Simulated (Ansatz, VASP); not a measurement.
## PtSe2 in VASP and in Ansatz

INCAR

```
PREC = Accurate
ENCUT = 520
EDIFF = 1E-7
ISMEAR = 0
SIGMA = 0.1
LREAL = F
LASPH = T
NELM = 100
ALGO = Normal
ISIF = 2
LWAVE = F
LCHARG = F
LDIPOL = T
IDIPOL = 3
DIPOL = 0.5 0.5 0.452
GGA = PE
IVDW = 12
NBANDS = 56
```

The input KPOINTS:

```
regular mesh
0
Gamma
  3 3 1
```

The input POSCAR:

```
PtSe2
1.0
    7.5434048785      0.0000000000      0.0000000000
   -3.7717024393      6.5327802559      0.0000000000
    0.0000000000      0.0000000000     20.5608116858
Se Pt
8 4
Direct
    0.3333333333      0.1666666667      0.3890896975
    0.3333333333      0.6666666667      0.3890896975
    0.8333333333      0.1666666667      0.3890896975
    0.8333333333      0.6666666667      0.3890896975
    0.1671385801      0.3335737624      0.5136104976
    0.1672416310      0.8334757341      0.5143109839
    0.6663873540      0.3331990900      0.5145002286
    0.6660217711      0.8332198038      0.5145077625
   -0.0004112834     -0.0006131058      0.4518940832
   -0.0004324221      0.5005141915      0.4517890697
    0.4999981947     -0.0002093766      0.4516435986
    0.5005396100      0.5005125844      0.4516345951
```

Input for Ansatz:

```yaml
crystal:
  lattice:
    - [7.5434048785, 0.0, 0.0]
    - [-3.7717024393, 6.5327802559, 0.0]
    - [0.0, 0.0, 20.5608116858]
  atoms:
    - { symbol: Se, position: [0.3333333333, 0.1666666667, 0.3890896975] }
    - { symbol: Se, position: [0.3333333333, 0.6666666667, 0.3890896975] }
    - { symbol: Se, position: [0.8333333333, 0.1666666667, 0.3890896975] }
    - { symbol: Se, position: [0.8333333333, 0.6666666667, 0.3890896975] }
    - { symbol: Pt, position: [-0.0004112834, -0.0006131058, 0.4518940832] }
    - { symbol: Pt, position: [-0.0004324221, 0.5005141915, 0.4517890697] }
    - { symbol: Pt, position: [0.4999981947, -0.0002093766, 0.4516435986] }
    - { symbol: Pt, position: [0.50053961, 0.5005125844, 0.4516345951] }
    - { symbol: Se, position: [0.1671385801, 0.3335737624, 0.5136104976] }
    - { symbol: Se, position: [0.167241631, 0.8334757341, 0.5143109839] }
    - { symbol: Se, position: [0.666387354, 0.33319909, 0.5145002286] }
    - { symbol: Se, position: [0.6660217711, 0.8332198038, 0.5145077625] }
basis:
  ecutwfc: 420
kpoints:
  mp_grid: { grid: [3, 3, 1] }
hamiltonian:
  xc: pbe
  dispersion: d3bj
scf:
  occupations: { method: gaussian, width: 0.1 }
output:
  forces: true
  eigenvalues: true
  write_density: true
  volumetric_format: npy
efield:
  axis: 3
  dipole_correction: true
  ramp_width: 0.04
```

Alike in both runs: task single point; functional PBE; dispersion D3(BJ); k mesh 3 × 3 × 1; occupations gaussian, width 0.1 eV; no spin polarisation.

|  | VASP | Ansatz |
| --- | --- | --- |
| version | VASP 6.6.1 | Ansatz 0.2.0 |
| potentials or method | VASP PAW PBE potentials, release 64 (Se, Pt), cutoff 520 eV | scalar-relativistic, plane waves, PAW |
| valence electrons in the cell | 88 | 200 |

|  | VASP | Ansatz | Ansatz less VASP |
| --- | --- | --- | --- |
| gap on the k mesh at the Fermi level (eV) | 1.63 | 1.64 | +0.008 |
| least direct gap on the mesh (eV) | 1.75 | 1.75 | +0.007 |
| rms of the force components (eV/Å) | 0.038 | 0.038 | +0.0002 |

VASP's potentials hold 88 valence electrons a cell and Ansatz's 200, so a difference there can come from the potentials and not from the codes.

Spin-orbit coupling is off throughout.
